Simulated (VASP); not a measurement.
## AlCu: single point with LDA

Crystal: AlCu.

```xyz
2
Lattice="2.9975 0.0000 0.0000 0.0000 2.9975 0.0000 0.0000 0.0000 2.9975" Properties=species:S:1:pos:R:3 pbc="T T T"
Al    0.0000    0.0000    0.0000
Cu    1.4988    1.4988    1.8738
```

This cell differs from its parent crystal: all Cu atoms moved +0.375 Å, as atom 2 along Cartesian [0 0 1].

```yaml
Program: VASP 6.6.1
Task: single point
Functional: LDA
Potentials_or_basis: VASP PAW LDA potentials, release 64 (Al, Cu)
Cutoff: 520 eV
k_mesh: 16 × 16 × 16
Occupations: gaussian, width 0.15 eV
Spin: no spin polarisation
```

| Property | Result |
| --- | --- |
| Pressure | -2.2 GPa |
| Largest force | 1.237 eV/Å |
| Band gap on the k mesh | zero (bands 7 and 8 overlap by 4.79 eV) |

Forces on the atoms (eV/Å):
```
Al   0.000  0.000  1.237
Cu   0.000  0.000 -1.237
```

Stress tensor (GPa, compression positive):
```
-0.83  0.00  0.00
 0.00 -0.83  0.00
 0.00  0.00 -5.04
```

Levels at points of the mesh, in eV from the Fermi level:
```
           k point  band 5  band 6  band 7  band 8  band 9  band 10
(0.00, 0.00, 0.00)   -3.98   -3.98    3.86    3.86    4.11     6.41
(0.50, 0.00, 0.00)   -4.35   -3.93   -3.27    7.40    8.04     8.08
(0.00, 0.00, 0.50)   -4.38   -4.03   -3.15    7.36    7.36     7.54
(0.50, 0.50, 0.00)   -3.64   -3.40   -3.40   -0.94   -0.15    10.37
(0.00, 0.50, 0.50)   -3.66   -3.61   -3.33   -0.79   -0.16    10.18
(0.50, 0.50, 0.50)   -3.57    0.32    0.32    0.95    1.41     2.78
```

Run time: 4.5 min on 1 thread of AMD EPYC 7R43 64-Core Processor (Zen 3) (shared host), peak memory 0.22 GiB.

Caveat: the cell differs from its parent crystal (all Cu atoms moved +0.375 Å, as atom 2 along Cartesian [0 0 1]); forces of over 1 eV/Å act on the atoms, so gaps and moduli don't describe the material at rest.
